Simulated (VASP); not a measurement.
LiF: electric field gradients with PBE

LiF:

```
CELL_PARAMETERS angstrom
0.00000 1.98678 1.98678
1.98678 0.00000 1.98678
1.98678 1.98678 0.00000
ATOMIC_POSITIONS crystal
Li 0.00000 0.00000 0.00000
F 0.50000 0.50000 0.50000
```

This cell differs from its parent crystal: volume scaled by 0.96.

```yaml
Program: VASP 6.6.1
Task: electric field gradients
Functional: PBE
Potentials_or_basis: VASP PAW PBE potentials, release 64 (Li_sv, F)
Cutoff: 520 eV
k_mesh: 10 × 10 × 10
Occupations: fermi-dirac, width 0.03 eV
Spin: no spin polarisation
Dipole_correction: no
Further_INCAR_settings: ALGO = Normal; EDIFF = 1e-08; NBANDS = 12
```

The band gap on the k mesh is 9.46 eV, direct.

Levels at points of the mesh, in eV from the valence-band top:
```
           k point  band 1  band 2  band 3  band 4  band 5  band 6  band 7  band 8  band 9  band 10
(0.00, 0.00, 0.00)  -40.83  -20.09    0.00    0.00    0.00    9.46   24.51   24.51   24.51    24.73
(0.50, 0.00, 0.00)  -40.76  -19.62   -2.64   -0.24   -0.24   10.99   17.24   19.22   19.22    31.12
(0.50, 0.50, 0.00)  -40.75  -19.33   -3.18   -1.06   -1.06   15.20   16.67   17.95   20.73    20.73
```

It took 6.4 s on 1 thread of AMD EPYC 9R45 96-Core Processor (Zen 5), with other jobs on the host, peak memory 0.1 GiB.

Caveat: without QUAD_EFG the Cq values of the log hold for a quadrupole moment of 1 mb, not for the nuclei. A k mesh can miss the band edges.
